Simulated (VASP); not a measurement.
A run of VASP 6.6.1 is set up as follows.

The input INCAR:

```
PREC = Accurate
ENCUT = 630
EDIFF = 1E-6
ISMEAR = 0
SIGMA = 0.025
LREAL = False
LASPH = True
NELM = 120
ALGO = Normal
ISIF = 2
LWAVE = False
LCHARG = False
GGA = PE
NBANDS = 20
GGA_COMPAT = False
```

KPOINTS

```
regular mesh
0
Gamma
  7 7 5
```

File POSCAR:

```
CdS
1.0
    4.2611695877      0.0000000000      0.0000000000
   -2.1305847939      3.6902811128      0.0000000000
    0.0000000000      0.0000000000      5.8041729400
Cd S
1 1
Direct
    0.0000000000      0.0000000000      0.4426919200
    0.6666666667      0.3333333333      0.4343080800
```

Potentials or basis: VASP PAW PBE potentials, release 64 (Cd_sv_GW, S).

Launch:

```console
$ cat potpaw_PBE.64/Cd_sv_GW/POTCAR potpaw_PBE.64/S/POTCAR > POTCAR
$ mpirun -np 1 vasp_std > vasp.out
```

(1) Predict the largest force.

(2) Predict the pressure.

(3) What does it give for the band gap on the k mesh?

## Answers

(1) 0.005 eV/Å.

(2) -0.3 GPa.

(3) 1.46 eV.
